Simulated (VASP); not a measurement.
# NaCl in VASP: a series of runs

Runs on NaCl. Level: PBEsol. Tasks: single point.

Everything below comes from runs of VASP 6.6.1. Logs are shortened: lines on timing, memory, paths and dates and some standing lists are left out, and cuts for length are marked.

**1. The cell of the first run**

The structure is tetragonal, space group P4/mmm (No. 123). Conventional cell: a = 2.889 Å, b = 2.889 Å, c = 2.860 Å, α = 90.00°, β = 90.00°, γ = 90.00°. Within 3.3 Å of Na (site symmetry 4/mmm) lie 8 Cl at 2.49 Å and 6 Na at 2.86 to 2.89 Å. Cl (site symmetry 4/mmm) has 8 Na at 2.49 Å and 6 Cl at 2.86 to 2.89 Å within 3.3 Å.

**2. Single point, PBEsol (equal xx and yy strain of +1 %)**

The input, INCAR:

```
SYSTEM = NaCl
PREC = Accurate
ENCUT = 520
EDIFF = 1E-7
ISMEAR = -1
SIGMA = 0.03
LREAL = .FALSE.
LASPH = .TRUE.
NELM = 80
ALGO = Normal
ISIF = 2
LWAVE = .FALSE.
LCHARG = .TRUE.
GGA = PS
LELF = .TRUE.
LVHAR = .TRUE.
NBANDS = 14
```

The input, KPOINTS:

```
regular mesh
0
G
  9 9 9
  0 0 0
```

The input, POSCAR:

```
NaCl
1.0
    2.8886000000      0.0000000000      0.0000000000
    0.0000000000      2.8886000000      0.0000000000
    0.0000000000      0.0000000000      2.8600000000
Na Cl
1 1
Direct
    0.0000000000      0.0000000000      0.0000000000
    0.5000000000      0.5000000000      0.5000000000
```

Potentials or basis: VASP PAW PBE potentials, release 64 (Na_pv, Cl).

Started as:

```sh
> cat potpaw_PBE.64/Na_pv/POTCAR potpaw_PBE.64/Cl/POTCAR > POTCAR
> mpirun -np 1 vasp_std > vasp.out
```

OUTCAR:

```text
SYSTEM = NaCl
   PREC = Accurate
   ENCUT = 520
   EDIFF = 1E-7
   ISMEAR = -1
   LREAL = .FALSE.
   LASPH = .TRUE.
   NELM = 80
   ISIF = 2
   GGA = PS

 ion  position               nearest neighbor table
   1  0.000  0.000  0.000-   2 2.49   2 2.49   2 2.49   2 2.49   2 2.49   2 2.49   2 2.49   2 2.49

   2  0.500  0.500  0.500-   1 2.49   1 2.49   1 2.49   1 2.49   1 2.49   1 2.49   1 2.49   1 2.49

  LATTYP: Found a simple tetragonal cell.
 ALAT       =     2.8886000000
 C/A-ratio  =     0.9900990099

  Lattice vectors:

 A1 = (   2.8886000000,   0.0000000000,   0.0000000000)
 A2 = (   0.0000000000,   2.8886000000,   0.0000000000)
 A3 = (   0.0000000000,   0.0000000000,   2.8600000000)

Analysis of symmetry for initial positions (statically):
=====================================================================
 Subroutine PRICEL returns:
 Original cell was already a primitive cell.

 Routine SETGRP: Setting up the symmetry group for a
 simple tetragonal supercell.

 Subroutine GETGRP returns: Found 16 space group operations
 (whereof 16 operations were pure point group operations)
 out of a pool of 16 trial point group operations.

The static configuration has the point symmetry D_4h.

Analysis of symmetry for dynamics (positions and initial velocities):
=====================================================================
 Subroutine PRICEL returns:
 Original cell was already a primitive cell.

 Routine SETGRP: Setting up the symmetry group for a
 simple tetragonal supercell.

 Subroutine GETGRP returns: Found 16 space group operations
 (whereof 16 operations were pure point group operations)
 out of a pool of 16 trial point group operations.

The dynamic configuration has the point symmetry D_4h.

 Subroutine INISYM returns: Found 16 space group operations
 (whereof 16 operations are pure point group operations),
 and found     1 'primitive' translations

----------------------------------------------------------------------------------------

                                     Primitive cell

  volume of cell :      23.8639

  direct lattice vectors                    reciprocal lattice vectors
     2.888600000  0.000000000  0.000000000     0.346188465  0.000000000  0.000000000
     0.000000000  2.888600000  0.000000000     0.000000000  0.346188465  0.000000000
     0.000000000  0.000000000  2.860000000     0.000000000  0.000000000  0.349650350

  length of vectors
     2.888600000  2.888600000  2.860000000     0.346188465  0.346188465  0.349650350

  position of ions in fractional coordinates (direct lattice)
     0.000000000  0.000000000  0.000000000
     0.500000000  0.500000000  0.500000000

  ion indices of the primitive-cell ions
   primitive index   ion index
                 1           1
                 2           2

----------------------------------------------------------------------------------------

 KPOINTS: regular mesh

Automatic generation of k-mesh.
 Grid dimensions read from file:
 generate k-points for:    9    9    9

 Generating k-lattice:

  Cartesian coordinates                     Fractional coordinates (reciprocal lattice)
     0.038465385  0.000000000  0.000000000     0.111111111  0.000000000  0.000000000
     0.000000000  0.038465385  0.000000000     0.000000000  0.111111111  0.000000000
     0.000000000  0.000000000  0.038850039     0.000000000  0.000000000  0.111111111

  Length of vectors
     0.038465385  0.038465385  0.038850039

  Shift w.r.t. Gamma in fractional coordinates (k-lattice)
     0.000000000  0.000000000  0.000000000

 Subroutine IBZKPT returns following result:
 ===========================================

 Found     75 irreducible k-points:

 Following reciprocal coordinates:
            Coordinates               Weight
  0.000000  0.000000  0.000000      1.000000
  0.111111  0.000000  0.000000      4.000000
  0.222222  0.000000  0.000000      4.000000
  0.333333  0.000000  0.000000      4.000000
  0.444444  0.000000  0.000000      4.000000
  0.111111  0.111111  0.000000      4.000000
[... 16 lines left out ...]
  0.333333  0.111111  0.111111     16.000000
  0.444444  0.111111  0.111111     16.000000
 [... further k-points ...]
   k-points           NKPTS =     75   k-points in BZ     NKDIM =     75   number of bands    NBANDS=     14
   number of dos      NEDOS =    301   number of ions     NIONS =      2
   total plane-waves  NPLWV =  13824
   dimension x,y,z NGX =    24 NGY =   24 NGZ =   24
   dimension x,y,z NGXF=    48 NGYF=   48 NGZF=   48
   ions per type =               1   1
   NGX,Y,Z   is equivalent  to a cutoff of  13.81, 13.81, 13.95 a.u.
   NGXF,Y,Z  is equivalent  to a cutoff of  27.63, 27.63, 27.90 a.u.
 SYSTEM =  NaCl
   PREC   = accura    normal or accurate (medium, high low for compatibility)
   ISTART =      0    job   : 0-new  1-cont  2-samecut
   ICHARG =      2    charge: 1-file 2-atom 10-const
   ISPIN  =      1    spin polarized calculation?
   LNONCOLLINEAR =      F non collinear calculations
   LSORBIT =      F    spin-orbit coupling
   LASPH  =      T    aspherical Exc in radial PAW
   ENCUT  =  520.0 eV  38.22 Ry    6.18 a.u.   5.37  5.37  5.32*2*pi/ulx,y,z
   NELM   =     80;   NELMIN=  2; NELMDL= -5     # of ELM steps
   EDIFF  = 0.1E-06   stopping-criterion for ELM
   LREAL  =      F    real-space projection
   EDIFFG = 0.1E-05   stopping-criterion for IOM
   NSW    =      0    number of steps for IOM
   IBRION =     -1    ionic relax: 0-MD 1-quasi-New 2-CG
   NFREE  =      0    steps in history (QN), initial steepest desc. (CG)
   ISIF   =      2    stress and relaxation
   ISYM   =      2    0-nonsym 1-usesym 2-fastsym
   POTIM  = 0.5000    time-step for ionic-motion
   TEBEG  =    0.0;   TEEND  =   0.0 temperature during run
   PSTRESS=    0.0 pullay stress
   NELECT =      14.0000    total number of electrons
   NUPDOWN=      -1.0000    fix difference up-down
   EMIN   =  10.00;   EMAX   =-10.00  energy-range for DOS
   EFERMI =   0.00;   METHOD = LEGACY
   ISMEAR =    -1;   SIGMA  =   0.03  broadening in eV -4-tet -1-fermi 0-gaus
   EFERMI_NEDOS =   21; number of points for ismear=-14 and -15
   IALGO  =     38    algorithm
   IMIX   =      4    mixing-type and parameters
     AMIX     =   0.40;   BMIX     =  1.00
     AMIX_MAG =   1.60;   BMIX_MAG =  1.00
  volume/ion in A,a.u.               =      11.93        80.52
  Fermi-wavevector in a.u.,A,eV,Ry     =   1.370473  2.589819 25.554420  1.878197
  Thomas-Fermi vector in A             =   2.496256
   LORBIT       =      0    0 simple, 1 ext, 2 COOP (PROOUT), +10 PAW based schemes
   GGA     = PS    functional components
   LHFCALC =     F    Hartree Fock is set to
   AEXX    =    0.0000 exact exchange contribution
   IVDW    =     0    specifies the selected vdW correction
   LEPSILON=     F    determine dielectric tensor
   LRPA    =     F    only Hartree local field effects (RPA)
 non-spin polarized calculation
  energy-cutoff  :      520.00
  volume of cell :       23.86
 maximum number of plane-waves:       655
 NGX is ok and might be reduce to    24
   NGX = 11   NGY = 11   NGZ = 11

 number of electron      14.0000001 magnetization

 Free energy of the ion-electron system (eV)
  ---------------------------------------------------
  ext. energy  EPLUGINS =         0.00000000
  ---------------------------------------------------
  free energy    TOTEN  =        -4.94848500 eV

  energy without entropy =       -4.94848500  energy(sigma->0) =       -4.94848500

 E-fermi :   7.2079     XC(G=0): -11.4550

 val. band max:        6.5021697781   @ k =   0.4444   0.4444   0.0000
 cond. band min:      11.0355601802   @ k =   0.4444   0.4444   0.0000
 fundamental gap:      4.5333904021
 Fermi energy:         7.2079298862

 k-point     1 :       0.0000    0.0000    0.0000
  band No.  band energies     occupation
      1     -16.0394      2.00000
      2     -16.0394      2.00000
      3     -16.0322      2.00000
      4     -10.3599      2.00000
      5       5.1695      2.00000
      6       5.1695      2.00000
      7       5.3450      2.00000
      8      13.0166      0.00000
      9      13.1078      0.00000
     10      13.5280      0.00000
     11      24.1066      0.00000
     12      24.3308      0.00000
     13      24.3308      0.00000
     14      28.4365      0.00000

 k-point     2 :       0.1111    0.0000    0.0000
  band No.  band energies     occupation
      1     -16.0924      2.00000
      2     -16.0354      2.00000
      3     -16.0283      2.00000
      4     -10.2010      2.00000
      5       4.2309      2.00000
      6       5.2188      2.00000
      7       5.3945      2.00000
      8      13.2615      0.00000
      9      13.5758      0.00000
     10      14.4351      0.00000
     11      23.0501      0.00000
     12      23.2874      0.00000
     13      24.4678      0.00000
     14      27.4218      0.00000

 k-point     3 :       0.2222    0.0000    0.0000
  band No.  band energies     occupation
      1     -16.2207      2.00000
      2     -16.0251      2.00000
      3     -16.0184      2.00000
      4      -9.7751      2.00000
      5       2.4266      2.00000
      6       5.3486      2.00000
      7       5.5247      2.00000
      8      13.8199      0.00000
      9      14.1287      0.00000
     10      16.9850      0.00000
     11      21.3073      0.00000
     12      21.5553      0.00000
     13      24.6103      0.00000
     14      24.8478      0.00000

 k-point     4 :       0.3333    0.0000    0.0000
  band No.  band energies     occupation
      1     -16.3578      2.00000
      2     -16.0134      2.00000
      3     -16.0071      2.00000
      4      -9.2317      2.00000
      5       0.7771      2.00000
      6       5.5052      2.00000
      7       5.6818      2.00000
      8      14.6444      0.00000
      9      14.8672      0.00000
     10      19.2176      0.00000
     11      19.9019      0.00000
     12      20.1547      0.00000
     13      22.0905      0.00000
     14      25.3573      0.00000

 k-point     5 :       0.4444    0.0000    0.0000
  band No.  band energies     occupation
      1     -16.4430      2.00000
      2     -16.0057      2.00000
      3     -15.9996      2.00000
      4      -8.8245      2.00000
      5      -0.2145      2.00000
      6       5.6133      2.00000
      7       5.7901      2.00000
      8      15.3296      0.00000
      9      15.6014      0.00000
     10      19.1386      0.00000
     11      19.3931      0.00000
[... 276 lines left out ...]
 k-point    22 :       0.2222    0.1111    0.1111
  band No.  band energies     occupation
      1     -16.2064      2.00000
      2     -16.0658      2.00000
      3     -16.0490      2.00000
      4      -9.5222      2.00000
      5       2.6273      2.00000
      6       4.5719      2.00000
      7       4.7111      2.00000
      8      15.0953      0.00000
      9      15.4020      0.00000
     10      16.9339      0.00000
     11      19.9024      0.00000
     12      20.7155      0.00000
     13      22.3377      0.00000
     14      26.8166      0.00000

 k-point    23 :       0.3333    0.1111    0.1111
  band No.  band energies     occupation
      1     -16.3280      2.00000
      2     -16.0505      2.00000
      3     -16.0362      2.00000
      4      -9.0337      2.00000
      5       1.0311      2.00000
      6       4.8022      2.00000
      7       4.9450      2.00000
      8      15.7325      0.00000
      9      15.9714      0.00000
     10      17.4425      0.00000
     11      18.3180      0.00000
     12      21.4863      0.00000
     13      22.5815      0.00000
     14      24.8126      0.00000

 k-point    24 :       0.4444    0.1111    0.1111
  band No.  band energies     occupation
      1     -16.4053      2.00000
      2     -16.0396      2.00000
      3     -16.0278      2.00000
      4      -8.6689      2.00000
      5       0.0763      2.00000
      6       4.9522      2.00000
      7       5.1211      2.00000
      8      16.3295      0.00000
      9      16.5610      0.00000
     10      16.8149      0.00000
     11      17.2925      0.00000
     12      22.5306      0.00000
     13      22.7601      0.00000
     14      23.5789      0.00000

 [... further k-points ...]
[... 5 lines left out ...]
  --------------------------------------------------------------------------------------
  -------------------------------------------------------------------------------------
  Total        8.1167037      8.1167037      8.4832195      0.0000000     -0.0000000      0.0000000
  in kB      544.9409270    544.9409270    569.5481430      0.0000000     -0.0000000      0.0000000
  external PRESSURE =     553.1433323 kB  Pullay stress =       0.0000000 kB

 VOLUME and BASIS-vectors are now :
 -----------------------------------------------------------------------------
  energy-cutoff  :      520.00
  volume of cell :       23.86
      direct lattice vectors                 reciprocal lattice vectors
     2.888600000  0.000000000  0.000000000     0.346188465  0.000000000  0.000000000
     0.000000000  2.888600000  0.000000000     0.000000000  0.346188465  0.000000000
     0.000000000  0.000000000  2.860000000     0.000000000  0.000000000  0.349650350

 POSITION                                       TOTAL-FORCE (eV/Angst)
 -----------------------------------------------------------------------------------
      0.00000      0.00000      0.00000         0.000000      0.000000      0.000000
      1.44430      1.44430      1.43000         0.000000      0.000000      0.000000
 -----------------------------------------------------------------------------------
    total drift:                                0.000000     -0.000000     -0.000000

  FREE ENERGIE OF THE ION-ELECTRON SYSTEM (eV)
  ---------------------------------------------------
  free  energy   TOTEN  =        -4.9484849976 eV

  energy  without entropy=       -4.9484849976  energy(sigma->0) =       -4.94848500
```

It took 22 s on 1 thread of Intel Xeon Platinum 8259CL at 2.50GHz (Skylake/Cascade Lake), shared host; peak memory 0.14 GiB.

What came out:

| Property | Result |
| --- | --- |
| Free energy | -4.9485 eV |
| Pressure | 55.3 GPa |
| Band gap on the k mesh | 4.53 eV, direct |

Levels at points of the mesh, in eV from the valence-band top:
| k point | band 3 | band 4 | band 5 | band 6 | band 7 | band 8 | band 9 | band 10 | band 11 | band 12 |
| --- | --- | --- | --- | --- | --- | --- | --- | --- | --- | --- |
| (0.00, 0.00, 0.00) | -22.53 | -16.86 | -1.33 | -1.33 | -1.16 | 6.51 | 6.61 | 7.03 | 17.60 | 17.83 |

Caveat: the cell differs from its parent crystal (equal xx and yy strain of +1 %); the PAW data sets were made with another functional, which shifts forces and pressure a little. A k mesh can miss the band edges.

(Part 1 of 3 ends here.)
